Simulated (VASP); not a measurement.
# CaO (Pm-3m) in VASP: settings compared, part 2 of 2

VASP 6.6.1. Earlier steps stand in the parts before.

### Step 4. Single point, PBE

INCAR

```
ALGO     = Normal         # electronic algorithm
EDIFF    = 1E-6           # SCF threshold, eV
ENCUT    = 520            # plane-wave cutoff, eV
GGA      = PE             # functional
ISIF     = 2              # what is computed and relaxed
ISMEAR   = -1             # smearing method
LASPH    = T              # aspherical terms in the spheres
LCHARG   = F              # write CHGCAR
LREAL    = F              # projectors in reciprocal space
LWAVE    = F              # write WAVECAR
NBANDS   = 15             # bands
NELM     = 60             # most SCF steps
PREC     = Accurate       # precision mode
SIGMA    = 0.02           # smearing width, eV
```

KPOINTS

```
k-points
0
Gamma
  8 8 8
```

POSCAR

```
CaO
1.0
    2.9032089656      0.0000000000      0.0000000000
    0.0000000000      2.9032089656      0.0000000000
    0.0000000000      0.0000000000      2.9032089656
Ca O
1 1
Direct
    0.0000000000      0.0000000000      0.0000000000
    0.5000000000      0.5000000000      0.5000000000
```

Potentials or basis: VASP PAW PBE potentials, release 64 (Ca_sv, O).

The run is started by

```sh
$ cat potpaw_PBE.64/Ca_sv/POTCAR potpaw_PBE.64/O/POTCAR > POTCAR
$ mpirun -np 1 vasp_std > vasp.out
```

OUTCAR:

```text
EDIFF = 1E-6
   ENCUT = 520
   GGA = PE
   ISIF = 2
   ISMEAR = -1
   LASPH = T
   LREAL = F
   NELM = 60
   PREC = Accurate

 ion  position               nearest neighbor table
   1  0.000  0.000  0.000-   2 2.51   2 2.51   2 2.51   2 2.51   2 2.51   2 2.51   2 2.51   2 2.51

   2  0.500  0.500  0.500-   1 2.51   1 2.51   1 2.51   1 2.51   1 2.51   1 2.51   1 2.51   1 2.51

  LATTYP: Found a simple cubic cell.
 ALAT       =     2.9032089656

  Lattice vectors:

 A1 = (   2.9032089656,   0.0000000000,   0.0000000000)
 A2 = (   0.0000000000,   2.9032089656,   0.0000000000)
 A3 = (   0.0000000000,   0.0000000000,   2.9032089656)

Analysis of symmetry for initial positions (statically):
=====================================================================
 Subroutine PRICEL returns:
 Original cell was already a primitive cell.

 Routine SETGRP: Setting up the symmetry group for a
 simple cubic supercell.

 Subroutine GETGRP returns: Found 48 space group operations
 (whereof 48 operations were pure point group operations)
 out of a pool of 48 trial point group operations.

The static configuration has the point symmetry O_h .

Analysis of symmetry for dynamics (positions and initial velocities):
=====================================================================
 Subroutine PRICEL returns:
 Original cell was already a primitive cell.

 Routine SETGRP: Setting up the symmetry group for a
 simple cubic supercell.

 Subroutine GETGRP returns: Found 48 space group operations
 (whereof 48 operations were pure point group operations)
 out of a pool of 48 trial point group operations.

The dynamic configuration has the point symmetry O_h .

 Subroutine INISYM returns: Found 48 space group operations
 (whereof 48 operations are pure point group operations),
 and found     1 'primitive' translations

[... 117 lines left out ...]
  Thomas-Fermi vector in A             =   2.541785
   LORBIT       =      0    0 simple, 1 ext, 2 COOP (PROOUT), +10 PAW based schemes
   GGA     = PE    functional components
   LHFCALC =     F    Hartree Fock is set to
   AEXX    =    0.0000 exact exchange contribution
   IVDW    =     0    specifies the selected vdW correction
   LEPSILON=     F    determine dielectric tensor
   LRPA    =     F    only Hartree local field effects (RPA)
 non-spin polarized calculation
  energy-cutoff  :      520.00
  volume of cell :       24.47
 maximum number of plane-waves:       691
 NGX is ok and might be reduce to    24
   NGX = 11   NGY = 11   NGZ = 11

 number of electron      15.9999997 magnetization

 Free energy of the ion-electron system (eV)
  ---------------------------------------------------
  ext. energy  EPLUGINS =         0.00000000
  ---------------------------------------------------
  free energy    TOTEN  =       -11.81329993 eV

  energy without entropy =      -11.81329993  energy(sigma->0) =      -11.81329993

 E-fermi :   4.6903     XC(G=0): -11.2629

 val. band max:        4.1855203094   @ k =   0.5000   0.5000   0.0000
 cond. band min:       6.9433161811   @ k =   0.0000   0.0000   0.0000
 fundamental gap:      2.7577958717
 Fermi energy:         4.6902959628

 k-point     1 :       0.0000    0.0000    0.0000
  band No.  band energies     occupation
      1     -35.1098      2.00000
      2     -15.5504      2.00000
      3     -15.5504      2.00000
      4     -15.5504      2.00000
      5     -12.2668      2.00000
      6       3.8809      2.00000
      7       3.8809      2.00000
      8       3.8809      2.00000
      9       6.9433      0.00000
     10       6.9433      0.00000
     11       9.4121      0.00000
     12      12.6256      0.00000
     13      12.6256      0.00000
     14      12.6256      0.00000
[... 401 lines left out ...]
      2     -16.5560      2.00000
      3     -16.3281      2.00000
      4     -15.4893      2.00000
      5     -11.4362      2.00000
      6       1.6777      2.00000
      7       2.0058      2.00000
      8       3.4847      2.00000
      9       8.8124      0.00000
     10       9.6966      0.00000
     11      11.0844      0.00000
     12      11.2490      0.00000
     13      13.2432      0.00000
     14      17.7834      0.00000
     15      17.9377      0.00000

 [... further k-points ...]
[... 5 lines left out ...]
  --------------------------------------------------------------------------------------
  -------------------------------------------------------------------------------------
  Total        0.6584058      0.6584058      0.6584058     -0.0000000     -0.0000000      0.0000000
  in kB       43.1091361     43.1091361     43.1091361     -0.0000000     -0.0000000      0.0000000
  external PRESSURE =      43.1091361 kB  Pullay stress =       0.0000000 kB

 VOLUME and BASIS-vectors are now :
 -----------------------------------------------------------------------------
  energy-cutoff  :      520.00
  volume of cell :       24.47
      direct lattice vectors                 reciprocal lattice vectors
     2.903208966  0.000000000  0.000000000     0.344446442  0.000000000  0.000000000
     0.000000000  2.903208966  0.000000000     0.000000000  0.344446442  0.000000000
     0.000000000  0.000000000  2.903208966     0.000000000  0.000000000  0.344446442

 POSITION                                       TOTAL-FORCE (eV/Angst)
 -----------------------------------------------------------------------------------
      0.00000      0.00000      0.00000         0.000000      0.000000      0.000000
      1.45160      1.45160      1.45160         0.000000      0.000000      0.000000
 -----------------------------------------------------------------------------------
    total drift:                                0.000000      0.000000     -0.000000

  FREE ENERGIE OF THE ION-ELECTRON SYSTEM (eV)
  ---------------------------------------------------
  free  energy   TOTEN  =       -11.8132999271 eV

  energy  without entropy=      -11.8132999271  energy(sigma->0) =      -11.81329993
```

OSZICAR:

```text
N       E                     dE             d eps       ncg     rms          rms(c)
DAV:   1     0.117014418932E+03    0.11701E+03   -0.83786E+03  1050   0.110E+03
DAV:   2    -0.902744394025E+01   -0.12604E+03   -0.11898E+03  1345   0.292E+02
DAV:   3    -0.132871770799E+02   -0.42597E+01   -0.42393E+01  1170   0.557E+01
DAV:   4    -0.133867188162E+02   -0.99542E-01   -0.99485E-01  1561   0.742E+00
DAV:   5    -0.133873873361E+02   -0.66852E-03   -0.66852E-03  1177   0.554E-01    0.816E+00
DAV:   6    -0.118917488232E+02    0.14956E+01   -0.35443E+00  1177   0.205E+01    0.323E+00
DAV:   7    -0.118332703111E+02    0.58479E-01   -0.33266E-01  1205   0.589E+00    0.168E+00
DAV:   8    -0.118144216641E+02    0.18849E-01   -0.85366E-02  1337   0.291E+00    0.423E-01
DAV:   9    -0.118129199846E+02    0.15017E-02   -0.67536E-03  1219   0.744E-01    0.102E-01
DAV:  10    -0.118133306474E+02   -0.41066E-03   -0.76897E-04  1253   0.332E-01    0.483E-02
DAV:  11    -0.118132977185E+02    0.32929E-04   -0.75825E-05  1342   0.133E-01    0.138E-02
DAV:  12    -0.118132998538E+02   -0.21354E-05   -0.11288E-05  1199   0.351E-02    0.300E-03
DAV:  13    -0.118132999271E+02   -0.73293E-07   -0.49697E-07   854   0.773E-03
   1 F= -.11813300E+02 E0= -.11813300E+02  d E =-.676300E-13
```

It took 4.4 s on 1 thread of Intel Xeon 6975P-C (Granite Rapids), shared host; peak memory 0.14 GiB.

Results:

- Free energy: -11.8133 eV
- Pressure: 4.3 GPa
- Band gap on the k mesh: 2.76 eV, indirect (least direct gap 3.06 eV)

### Step 5. Single point, LDA

INCAR

```
SYSTEM = CaO
ALGO = Normal
EDIFF = 1E-6
ENCUT = 520
ISIF = 2
ISMEAR = 0
LASPH = .True.
LCHARG = .True.
LELF = .True.
LREAL = .False.
LVHAR = .True.
LWAVE = .False.
NBANDS = 15
NELM = 80
PREC = Accurate
SIGMA = 0.01
```

KPOINTS

```
k-points
0
Gamma
  8 8 8
  0 0 0
```

POSCAR is that of step 4.

Potentials or basis: VASP PAW LDA potentials, release 64 (Ca_sv, O).

The run is started by

```sh
$ cat potpaw_LDA.64/Ca_sv/POTCAR potpaw_LDA.64/O/POTCAR > POTCAR
$ mpirun -np 1 vasp_std > vasp.out
```

OUTCAR:

```text
SYSTEM = CaO
   EDIFF = 1E-6
   ENCUT = 520
   ISIF = 2
   ISMEAR = 0
   LASPH = .True.
   LREAL = .False.
   NELM = 80
   PREC = Accurate

 ion  position               nearest neighbor table
   1  0.000  0.000  0.000-   2 2.51   2 2.51   2 2.51   2 2.51   2 2.51   2 2.51   2 2.51   2 2.51

   2  0.500  0.500  0.500-   1 2.51   1 2.51   1 2.51   1 2.51   1 2.51   1 2.51   1 2.51   1 2.51

  LATTYP: Found a simple cubic cell.
 ALAT       =     2.9032089656

  Lattice vectors:

 A1 = (   2.9032089656,   0.0000000000,   0.0000000000)
 A2 = (   0.0000000000,   2.9032089656,   0.0000000000)
 A3 = (   0.0000000000,   0.0000000000,   2.9032089656)

Analysis of symmetry for initial positions (statically):
=====================================================================
 Subroutine PRICEL returns:
 Original cell was already a primitive cell.

 Routine SETGRP: Setting up the symmetry group for a
 simple cubic supercell.

 Subroutine GETGRP returns: Found 48 space group operations
 (whereof 48 operations were pure point group operations)
 out of a pool of 48 trial point group operations.

The static configuration has the point symmetry O_h .

Analysis of symmetry for dynamics (positions and initial velocities):
[... 172 lines left out ...]
      4     -15.5617      2.00000
      5     -12.2755      2.00000
      6       3.5611      2.00000
      7       3.5611      2.00000
      8       3.5611      2.00000
      9       6.4583      0.00000
     10       6.4583      0.00000
     11       8.9456      0.00000
     12      12.3301      0.00000
     13      12.3301      0.00000
     14      12.3301      0.00000
[... 401 lines left out ...]
      2     -16.6208      2.00000
      3     -16.3816      2.00000
      4     -15.4971      2.00000
      5     -11.4080      2.00000
      6       1.3314      2.00000
      7       1.6622      2.00000
      8       3.1547      2.00000
      9       8.3458      0.00000
     10       9.3350      0.00000
     11      10.7269      0.00000
     12      10.8975      0.00000
     13      12.9316      0.00000
     14      17.3012      0.00000
     15      17.3557      0.00000

 [... further k-points ...]
[... 5 lines left out ...]
  --------------------------------------------------------------------------------------
  -------------------------------------------------------------------------------------
  Total       -0.9193928     -0.9193928     -0.9193928      0.0000000      0.0000000     -0.0000000
  in kB      -60.1972698    -60.1972698    -60.1972698      0.0000000      0.0000000     -0.0000000
  external PRESSURE =     -60.1972698 kB  Pullay stress =       0.0000000 kB

 VOLUME and BASIS-vectors are now :
 -----------------------------------------------------------------------------
  energy-cutoff  :      520.00
  volume of cell :       24.47
      direct lattice vectors                 reciprocal lattice vectors
     2.903208966  0.000000000  0.000000000     0.344446442  0.000000000  0.000000000
     0.000000000  2.903208966  0.000000000     0.000000000  0.344446442  0.000000000
     0.000000000  0.000000000  2.903208966     0.000000000  0.000000000  0.344446442

 POSITION                                       TOTAL-FORCE (eV/Angst)
 -----------------------------------------------------------------------------------
      0.00000      0.00000      0.00000         0.000000      0.000000      0.000000
      1.45160      1.45160      1.45160         0.000000      0.000000      0.000000
 -----------------------------------------------------------------------------------
    total drift:                                0.000000      0.000000     -0.000000

  FREE ENERGIE OF THE ION-ELECTRON SYSTEM (eV)
  ---------------------------------------------------
  free  energy   TOTEN  =       -13.3109732536 eV

  energy  without entropy=      -13.3109732536  energy(sigma->0) =      -13.31097325
```

OSZICAR:

```text
N       E                     dE             d eps       ncg     rms          rms(c)
DAV:   1     0.114505779632E+03    0.11451E+03   -0.83544E+03  1050   0.110E+03
DAV:   2    -0.105846923476E+02   -0.12509E+03   -0.11806E+03  1331   0.290E+02
DAV:   3    -0.147710899437E+02   -0.41864E+01   -0.41638E+01  1198   0.551E+01
DAV:   4    -0.148670054740E+02   -0.95916E-01   -0.95884E-01  1546   0.733E+00
DAV:   5    -0.148678301068E+02   -0.82463E-03   -0.82463E-03  1198   0.588E-01    0.807E+00
DAV:   6    -0.134451997798E+02    0.14226E+01   -0.33900E+00  1170   0.200E+01    0.338E+00
DAV:   7    -0.133511125041E+02    0.94087E-01   -0.35023E-01  1198   0.603E+00    0.169E+00
DAV:   8    -0.133118565170E+02    0.39256E-01   -0.95141E-02  1358   0.293E+00    0.375E-01
DAV:   9    -0.133109570802E+02    0.89944E-03   -0.66537E-03  1240   0.742E-01    0.913E-02
DAV:  10    -0.133110348468E+02   -0.77767E-04   -0.64790E-04  1316   0.314E-01    0.665E-02
DAV:  11    -0.133109758317E+02    0.59015E-04   -0.76434E-05  1294   0.117E-01    0.130E-02
DAV:  12    -0.133109733094E+02    0.25223E-05   -0.17593E-05  1452   0.429E-02    0.399E-03
DAV:  13    -0.133109732536E+02    0.55817E-07   -0.78357E-07   767   0.892E-03
   1 F= -.13310973E+02 E0= -.13310973E+02  d E =-.366300E-44
```

Wall time 4 s (1 thread of Intel Xeon 6975P-C (Granite Rapids), shared host); peak memory 0.13 GiB.

Results:

| Quantity | Value |
| --- | --- |
| Free energy | -13.3110 eV |
| Pressure | -6.0 GPa |
| Band gap on the k mesh | 2.59 eV, indirect (least direct gap 2.90 eV) |

A k mesh can miss the band edges. As with any semilocal functional, this LDA gap is likely too small.

### Step 6. Summary

```csv
level,potentials or basis,cell,k mesh,smearing,gap on the mesh (eV),pressure (GPa)
PBE,"VASP PAW PBE potentials, release 64 (Ca_sv, O)","a = 2.903 Å, 2 atoms",6 × 6 × 6,gaussian 0.01 eV,2.76,4.3
LDA,"VASP PAW LDA potentials, release 64 (Ca_sv, O)","a = 2.848 Å, 2 atoms",8 × 8 × 8,fermi-dirac 0.02 eV,2.55,1.0
PBE,"VASP PAW PBE potentials, release 64 (Ca_sv, O)","a = 2.903 Å, 2 atoms",8 × 8 × 8,fermi-dirac 0.02 eV,2.76,4.3
LDA,"VASP PAW LDA potentials, release 64 (Ca_sv, O)","a = 2.903 Å, 2 atoms",8 × 8 × 8,gaussian 0.01 eV,2.59,-6.0
```

Alike in all rows: task single point; no spin polarisation; cutoff (eV) 520.

Total energies depend on the potentials used, so only differences within one code and one set of settings carry meaning.
